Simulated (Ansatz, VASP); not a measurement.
# KMgF3 in VASP and in Ansatz

```
K Mg F
1.0
     3.92422    0.00000    0.00000
     0.00000    3.92422    0.00000
     0.00000    0.00000    3.92422
K Mg F
1 1 3
Direct
  0.50000 0.50000 0.50000
  0.00000 0.00000 0.00000
  0.50000 0.00000 0.00000
  0.00000 0.50000 0.00000
  0.00000 0.00000 0.50000
```

Alike in both runs: task single point; functional LDA; k mesh 6 × 6 × 6; no spin polarisation.

|  | VASP | Ansatz |
| --- | --- | --- |
| version | VASP 6.6.1 | Ansatz 0.2.0 |
| potentials or method | VASP PAW LDA potentials, release 64 (K_sv, Mg, F), cutoff 520 eV | scalar-relativistic, plane waves, PAW |
| occupations | gaussian, width 0.01 eV | fixed |
| valence electrons in the cell | 32 | 40 |

|  | VASP | Ansatz | Ansatz less VASP |
| --- | --- | --- | --- |
| gap on the k mesh at the Fermi level (eV) | 7.32 | 7.35 | +0.027 |
| least direct gap on the mesh (eV) | 7.64 | 7.67 | +0.024 |
| pressure (GPa) | -1.9 | -1.0 | +0.85 |

LDA's correlation is that of Perdew and Zunger in VASP and of Perdew and Wang (1992) in Ansatz. VASP's potentials hold 32 valence electrons a cell and Ansatz's 40, so a difference there can come from the potentials and not from the codes.
